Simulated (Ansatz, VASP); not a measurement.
## CsLu in VASP and in Ansatz

```
CELL_PARAMETERS angstrom
3.94823 0.00000 0.00000
0.00000 3.94823 0.00000
0.00000 0.00000 13.39045
ATOMIC_POSITIONS crystal
Cs 0.00000 0.50000 0.82399
Cs 0.50000 0.00000 0.17601
Lu 0.00000 0.50000 0.42936
Lu 0.50000 0.00000 0.57064
```

Change from the starting cell: species swapped into the ZrCd type (P4/nmm, No. 129).

Alike in both runs: functional PBE; k mesh 12 × 12 × 4; occupations gaussian, width 0.1 eV; no spin polarisation.

Ansatz relaxed the structure, and its values are those at the end. VASP's run is a single point on that final structure, the one shown.

|  | VASP | Ansatz |
| --- | --- | --- |
| version | VASP 6.6.1 | Ansatz 0.2.0 |
| potentials or method | VASP PAW PBE potentials, release 64 (Cs_sv, Lu), cutoff 520 eV | scalar-relativistic, plane waves, PAW |
| valence electrons in the cell | 68 | 68 |

Ansatz gave:

- gap on the k mesh at the Fermi level (eV): none
- pressure (GPa): 0.0
- rms of the force components (eV/Å): 0.000

Task: What did VASP give for the same quantities?

Result: gap on the k mesh at the Fermi level (eV): none; pressure (GPa): -0.6; rms of the force components (eV/Å): 0.004.

A gap of «none» marks a metal or a gap that the smearing closes.

Spin-orbit coupling is off throughout.
